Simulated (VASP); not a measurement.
A run of VASP 6.6.1 is set up as follows.

POSCAR

```
BiTe
1.0
    2.3899644647      1.3798466271      3.2724581889
   -2.3899644647      1.3798466271      3.2724581889
    0.0000000000     -2.7596932542      3.2724581889
Bi Te
1 1
Direct
    0.5000000000      0.5000000000      0.5000000000
    0.0000000000      0.0000000000      0.0000000000
```

File INCAR.step1:

```
SYSTEM = BiTe
ALGO = Normal
EDIFF = 1E-5
ENCUT = 520
GGA = PE
ISIF = 2
ISMEAR = -1
LASPH = .TRUE.
LREAL = .FALSE.
LWAVE = .TRUE.
NBANDS = 18
NELM = 100
PREC = Accurate
SIGMA = 0.05
```

The input INCAR.step2:

```
SYSTEM = BiTe
AEXX = 0.25
ALGO = Normal
EDIFF = 1E-7
ENCUT = 520
GGA = PE
ISIF = 2
ISMEAR = -1
ISTART = 1
LASPH = .TRUE.
LCHARG = .TRUE.
LELF = .TRUE.
LHFCALC = .TRUE.
LREAL = .FALSE.
LVHAR = .TRUE.
LWAVE = .FALSE.
NBANDS = 18
NELM = 100
PREC = Accurate
PRECFOCK = Normal
SIGMA = 0.05
```

File KPOINTS:

```
k-points
0
G
  4 4 4
  0 0 0
```

Potentials or basis: VASP PAW PBE potentials, release 64 (Bi_d, Te).

Run with:

```sh
$ cat potpaw_PBE.64/Bi_d/POTCAR potpaw_PBE.64/Te/POTCAR > POTCAR
$ cp INCAR.step1 INCAR
$ mpirun -np 1 vasp_std > vasp.out
$ cp INCAR.step2 INCAR
$ mpirun -np 1 vasp_std > vasp.out
```

(1) Estimate the pressure.

Answers

(1) -0.1 GPa.

Caveat: the k points lie up to 0.41 Å⁻¹ apart; the PAW data sets were made with another functional, which shifts forces and pressure a little.
